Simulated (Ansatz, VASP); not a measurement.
## PbS in VASP and in Ansatz

Contents of POSCAR:

```
PbS
1.0
    0.0000000000      2.9650000000      2.8167500000
    2.9650000000      0.0000000000      2.8167500000
    2.9650000000      2.9650000000      0.0000000000
Pb S
1 1
Direct
    0.0000000000      0.0000000000      0.0000000000
    0.5000000000      0.5000000000      0.5000000000
```

Contents of INCAR.step1:

```
PREC = Accurate
ENCUT = 550
ISMEAR = 0
SIGMA = 0.05
LREAL = False
LASPH = True
NELM = 120
NBANDS = 17
GGA = PE
ALGO = Normal
EDIFF = 1E-5
LWAVE = True
LCHARG = False
GGA_COMPAT = False
```

File INCAR.step2:

```
PREC = Accurate
ENCUT = 550
EDIFF = 1E-6
ISMEAR = 0
SIGMA = 0.05
LREAL = False
LASPH = True
NELM = 120
ALGO = Normal
ISIF = 2
LWAVE = False
LCHARG = True
METAGGA = R2SCAN
LMIXTAU = True
LELF = True
LVHAR = True
NBANDS = 17
ISTART = 1
GGA_COMPAT = False
```

Contents of KPOINTS:

```
regular mesh
0
Gamma
  8 8 8
```

Input for Ansatz:

```yaml
crystal:
  lattice:
    - [0.0, 2.965, 2.81675]
    - [2.965, 0.0, 2.81675]
    - [2.965, 2.965, 0.0]
  atoms:
    - { symbol: Pb, position: [0.0, 0.0, 0.0] }
    - { symbol: S, position: [0.5, 0.5, 0.5] }
basis:
  ecutwfc: 500
kpoints:
  mp_grid: { grid: [8, 8, 8] }
hamiltonian:
  xc: r2scan
scf:
  occupations: { method: gaussian, width: 0.05 }
output:
  forces: true
  stress: true
  eigenvalues: true
```

Change from the starting cell: strain +0.000 along x and y, -0.050 along z, atoms carried along.

Alike in both runs: task single point; functional r2SCAN; k mesh 8 × 8 × 8; occupations gaussian, width 0.05 eV; no spin polarisation.

|  | VASP | Ansatz |
| --- | --- | --- |
| version | VASP 6.6.1 | Ansatz 0.2.0 |
| potentials or method | VASP PAW PBE potentials, release 64 (Pb_d, S), cutoff 550 eV | scalar-relativistic, plane waves, PAW |
| valence electrons in the cell | 20 | 20 |

```csv
,VASP,Ansatz,Ansatz less VASP
gap on the k mesh at the Fermi level (eV),0.31,0.30,-0.011
least direct gap on the mesh (eV),0.31,0.30,-0.011
pressure (GPa),5.5,5.5,-0.01
"traceless stress, the component that is largest in VASP (GPa)",6.37,6.35,-0.021
```

VASP's potentials were made for PBE, not for r2SCAN.

Spin-orbit coupling is off throughout.
